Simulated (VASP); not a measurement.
**Sb: single point with r2SCAN**

The system is Sb.

```
CELL_PARAMETERS angstrom
3.05634 0.00000 0.00000
0.00000 3.05634 0.00000
0.00000 0.00000 3.05634
ATOMIC_POSITIONS crystal
Sb 0.00000 0.00000 0.00000
```

This cell differs from its parent crystal: volume scaled by 0.97.

* Program: VASP 6.6.1
* Task: single point
* Functional: r2SCAN
* Potentials or basis: VASP PAW PBE potentials, release 64 (Sb)
* Cutoff: 520 eV
* k mesh: 14 × 14 × 14
* Occupations: gaussian, width 0.1 eV
* Spin: no spin polarisation

* Pressure: 1.9 GPa

Levels at points of the mesh, in eV from the Fermi level:
```csv
k point,band 1,band 2,band 3,band 4,band 5,band 6,band 7
"(0.00, 0.00, 0.00)",-13.31,3.59,3.59,3.59,7.31,7.31,9.46
"(0.50, 0.00, 0.00)",-10.57,-6.16,5.88,5.88,9.48,11.49,12.15
"(0.50, 0.50, 0.00)",-7.58,-3.97,-3.97,2.34,8.28,13.90,14.14
"(0.50, 0.50, 0.50)",-4.14,-1.87,-1.87,-1.87,5.13,5.13,5.13
```

It took 41 s on 1 thread of Intel(R) Xeon(R) Platinum 8488C (Sapphire Rapids) (shared host), peak memory 0.15 GiB.

Caveat: the PAW data sets were made with another functional, which shifts forces and pressure a little; spin-orbit coupling is left out, which moves the levels of the heavy elements.
